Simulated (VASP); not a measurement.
# Br (P4/mmm) in VASP: further runs, part 2 of 2

VASP 6.6.1.

## (4) Single point, PBE+D3(BJ)

This run uses another cell than the first one, of the same volume but with other edges.

File INCAR:

```
SYSTEM = Br
PREC     = Accurate       ! precision mode
ENCUT    = 520            ! plane-wave cutoff, eV
EDIFF    = 1E-6           ! SCF threshold, eV
ISMEAR   = 0              ! smearing method
SIGMA    = 0.15           ! smearing width, eV
LREAL    = .False.        ! projectors in reciprocal space
LASPH    = .True.         ! aspherical terms in the spheres
NELM     = 100            ! most SCF steps
ALGO     = Normal         ! electronic algorithm
ISIF     = 2              ! what is computed and relaxed
LWAVE    = .False.        ! write WAVECAR
LCHARG   = .False.        ! write CHGCAR
GGA      = PE             ! functional
IVDW     = 12             ! dispersion correction
NBANDS   = 18             ! bands
```

File KPOINTS:

```
Automatic mesh
0
Gamma
  12 12 12
  0 0 0
```

File POSCAR:

```
Br
1.0
    4.7305320978      0.0000000000      0.0000000000
    0.0000000000      4.7305320978      0.0000000000
    0.0000000000      0.0000000000      4.0209522831
Br
3
Direct
    0.5000000000      0.0000000000      0.0000000000
    0.0000000000      0.5000000000      0.0000000000
    0.0000000000      0.0000000000      0.5000000000
```

Potentials or basis: VASP PAW PBE potentials, release 64 (Br).

The run is started by

```console
cat potpaw_PBE.64/Br/POTCAR > POTCAR
mpirun -np 1 vasp_std > vasp.out
```

OUTCAR:

```text
SYSTEM = Br
   PREC = Accurate
   ENCUT = 520
   EDIFF = 1E-6
   ISMEAR = 0
   LREAL = .False.
   LASPH = .True.
   NELM = 100
   ISIF = 2
   GGA = PE
   IVDW = 12
 IVDW          = 12

 ion  position               nearest neighbor table
   1  0.500  0.000  0.000-
   2  0.000  0.500  0.000-
   3  0.000  0.000  0.500-

  LATTYP: Found a simple tetragonal cell.
 ALAT       =     4.7305320978
 C/A-ratio  =     0.8500000000

  Lattice vectors:

 A1 = (   4.7305320978,   0.0000000000,   0.0000000000)
 A2 = (   0.0000000000,   4.7305320978,   0.0000000000)
 A3 = (   0.0000000000,   0.0000000000,   4.0209522831)

Analysis of symmetry for initial positions (statically):
=====================================================================
 Subroutine PRICEL returns:
 Original cell was already a primitive cell.

 Routine SETGRP: Setting up the symmetry group for a
 simple tetragonal supercell.

 Subroutine GETGRP returns: Found 16 space group operations
 (whereof 16 operations were pure point group operations)
 out of a pool of 16 trial point group operations.

The static configuration has the point symmetry D_4h.
[... 163 lines left out ...]

 E-fermi :   0.8785     XC(G=0):  -8.4536

 val. band max:        0.8757798265   @ k =   0.4167   0.0000   0.1667
 cond. band min:       0.8819177821   @ k =   0.5000   0.3333   0.0833
 fundamental gap:      0.0061379556
 Fermi energy:         0.8784546454

 k-point     1 :       0.0000    0.0000    0.0000
  band No.  band energies     occupation
      1     -14.8661      2.00000
      2     -12.7032      2.00000
      3     -12.5441      2.00000
      4      -3.5144      2.00000
      5      -3.5144      2.00000
      6      -2.7124      2.00000
[... 481 lines left out ...]
      5      -2.2648      2.00000
      6      -1.7828      2.00000
[... 10 lines left out ...]
     17      11.2284      0.00000
     18      11.7748      0.00000

 [... further k-points ...]

------------------------ aborting loop because EDIFF is reached ----------------------------------------

 Edisp (eV)   -0.71571

 E8    (eV) :    -0.2815

  FORCE on cell =-STRESS in cart. coord.  units (eV):
  Direction    XX          YY          ZZ          XY          YZ          ZX
  --------------------------------------------------------------------------------------
  -------------------------------------------------------------------------------------
  Total       0.19676     0.19676    -0.78098     0.00000     0.00000     0.00000
  in kB       3.50345     3.50345   -13.90593     0.00000     0.00000     0.00000
  external pressure =       -2.30 kB  Pullay stress =        0.00 kB

 VOLUME and BASIS-vectors are now :
 -----------------------------------------------------------------------------
  energy-cutoff  :      520.00
  volume of cell :       89.98
      direct lattice vectors                 reciprocal lattice vectors
     4.730532098  0.000000000  0.000000000     0.211392710  0.000000000  0.000000000
     0.000000000  4.730532098  0.000000000     0.000000000  0.211392710  0.000000000
     0.000000000  0.000000000  4.020952283     0.000000000  0.000000000  0.248697306

 POSITION                                       TOTAL-FORCE (eV/Angst)
 -----------------------------------------------------------------------------------
      2.36527      0.00000      0.00000         0.000000      0.000000      0.000000
      0.00000      2.36527      0.00000         0.000000      0.000000      0.000000
      0.00000      0.00000      2.01048         0.000000      0.000000      0.000000
 -----------------------------------------------------------------------------------
    total drift:                                0.000000      0.000000     -0.000000

  FREE ENERGIE OF THE ION-ELECTRON SYSTEM (eV)
  ---------------------------------------------------
  free  energy   TOTEN  =        -3.9371866439 eV

  energy  without entropy=       -3.8855106589  energy(sigma->0) =       -3.91134865
```

OSZICAR:

```text
N       E                     dE             d eps       ncg     rms          rms(c)
DAV:   1     0.130370079504E+03    0.13037E+03   -0.86034E+03  7056   0.957E+02
DAV:   2     0.539676959942E+01   -0.12497E+03   -0.12187E+03  9364   0.177E+02
DAV:   3    -0.330169183163E+01   -0.86985E+01   -0.86260E+01  8002   0.534E+01
DAV:   4    -0.338054821999E+01   -0.78856E-01   -0.78818E-01 10342   0.595E+00
DAV:   5    -0.338113329267E+01   -0.58507E-03   -0.58502E-03  9082   0.497E-01    0.780E+00
DAV:   6    -0.326010440020E+01    0.12103E+00   -0.96823E-01  9252   0.432E+00    0.521E+00
DAV:   7    -0.322304627544E+01    0.37058E-01   -0.20184E-01  8376   0.224E+00    0.331E+00
DAV:   8    -0.322250595528E+01    0.54032E-03   -0.41347E-02  8914   0.109E+00    0.367E-01
DAV:   9    -0.322162478739E+01    0.88117E-03   -0.21252E-03  8832   0.243E-01    0.179E-01
DAV:  10    -0.322147705087E+01    0.14774E-03   -0.87803E-04  9010   0.140E-01    0.245E-02
DAV:  11    -0.322147688104E+01    0.16983E-06   -0.43621E-05  8670   0.333E-02    0.149E-02
DAV:  12    -0.322148183990E+01   -0.49589E-05   -0.84144E-06  8400   0.172E-02    0.659E-03
DAV:  13    -0.322148150221E+01    0.33770E-06   -0.57741E-07  7396   0.357E-03
   1 F= -.39371866E+01 E0= -.39113487E+01  d E =-.516760E-01
```

Wall time 98 s (1 thread of Intel Xeon 6975P-C (Granite Rapids), shared host); peak memory 0.37 GiB.

Results:

```
Free energy                : -3.9372 eV
Pressure                   : -0.2 GPa
Band gap on the k mesh     : zero (an odd number of electrons rules out a gap without spin polarisation)
Dispersion energy per atom : -0.239 eV
```

Levels at points of the mesh, in eV from the Fermi level:
| k point | band 9 | band 10 | band 11 | band 12 | band 13 | band 14 |
| --- | --- | --- | --- | --- | --- | --- |
| (0.00, 0.00, 0.00) | -0.85 | 0.34 | 0.55 | 0.55 | 4.91 | 7.18 |
| (0.50, 0.00, 0.00) | -1.46 | -1.39 | -0.09 | 0.40 | 7.03 | 7.84 |
| (0.50, 0.50, 0.00) | -1.42 | -1.42 | -0.29 | 0.26 | 8.77 | 9.49 |
| (0.00, 0.00, 0.50) | -2.47 | -1.97 | -0.30 | -0.30 | 7.82 | 9.20 |
| (0.50, 0.00, 0.50) | -1.67 | -1.52 | 0.45 | 0.60 | 7.98 | 8.22 |
| (0.50, 0.50, 0.50) | 0.34 | 0.62 | 0.62 | 0.77 | 5.35 | 8.90 |

Caveat: an odd number of electrons without spin polarisation forces a metal; a magnetic or distorted state may lie lower.

## (5) Single point, PBE+D3(BJ)

This run uses another cell than the first one, of the same volume but with other edges.

File INCAR:

```
SYSTEM = Br
ALGO = Normal ; EDIFF = 1E-6
ENCUT = 520 ; GGA = PE
ISIF = 2 ; ISMEAR = 0
IVDW = 12 ; LASPH = .True.
LCHARG = .False. ; LREAL = .False.
LWAVE = .False. ; NBANDS = 18
NELM = 60 ; PREC = Accurate
SIGMA = 0.15
```

File KPOINTS:

```
k-points
0
Gamma
  12 12 12
  0 0 0
```

File POSCAR:

```
Br
1.0
    4.2168603643      0.0000000000      0.0000000000
    0.0000000000      4.2168603643      0.0000000000
    0.0000000000      0.0000000000      5.0602324372
Br
3
Direct
    0.5000000000      0.0000000000      0.0000000000
    0.0000000000      0.5000000000      0.0000000000
    0.0000000000      0.0000000000      0.5000000000
```

The run is started by

```console
cat potpaw_PBE.64/Br/POTCAR > POTCAR
mpirun -np 1 vasp_std > vasp.out
```

Wall time 90 s (1 thread of Intel Xeon 6975P-C (Granite Rapids), shared host); peak memory 0.37 GiB.

Results (log left out):

* Free energy: -3.9338 eV
* Pressure: 0.1 GPa
* Band gap on the k mesh: zero (an odd number of electrons rules out a gap without spin polarisation)
* Dispersion energy per atom: -0.239 eV

Stress tensor (GPa, compression positive):
```
-0.44  0.00  0.00
 0.00 -0.44  0.00
 0.00  0.00  1.08
```

Levels at points of the mesh, in eV from the Fermi level:
```csv
k point,band 6,band 7,band 8,band 9,band 10,band 11,band 12,band 13,band 14,band 15
"(0.00, 0.00, 0.00)",-4.16,-0.98,-0.77,-0.77,0.45,0.50,0.50,4.89,6.97,8.57
"(0.50, 0.00, 0.00)",-2.51,-2.43,-2.27,-2.24,-1.64,-0.26,0.11,7.80,8.80,9.72
"(0.50, 0.50, 0.00)",-2.09,-2.09,-1.85,-1.63,-1.63,1.02,1.13,7.62,7.75,11.10
"(0.00, 0.00, 0.50)",-2.92,-1.63,-1.18,-1.10,-1.10,0.32,0.32,6.33,7.50,9.29
"(0.50, 0.00, 0.50)",-2.42,-2.37,-2.25,-2.05,-0.99,-0.11,0.23,8.58,9.38,9.46
"(0.50, 0.50, 0.50)",-3.44,-3.44,-0.19,0.30,0.30,1.04,1.14,5.38,8.12,9.73
```

Caveat: an odd number of electrons without spin polarisation forces a metal; a magnetic or distorted state may lie lower.

## (6) Overview

| cell | gap on the mesh (eV) | pressure (GPa) |
| --- | --- | --- |
| a = 5.030, b = 5.030, c = 3.556 Å, 3 atoms | none | -0.7 |
| a = 3.992, b = 3.992, c = 5.645 Å, 3 atoms | none | 0.9 |
| a = 4.731, b = 4.731, c = 4.021 Å, 3 atoms | none | -0.2 |
| a = 4.217, b = 4.217, c = 5.060 Å, 3 atoms | none | 0.1 |

Alike in all rows: task single point; level PBE+D3(BJ); potentials or basis VASP PAW PBE potentials, release 64 (Br); no spin polarisation; k mesh 12 × 12 × 12; cutoff (eV) 520; smearing gaussian 0.15 eV.

Caveats: an odd number of electrons without spin polarisation forces a metal; a magnetic or distorted state may lie lower.

Absolute energies hang on the potentials; compare differences alone.
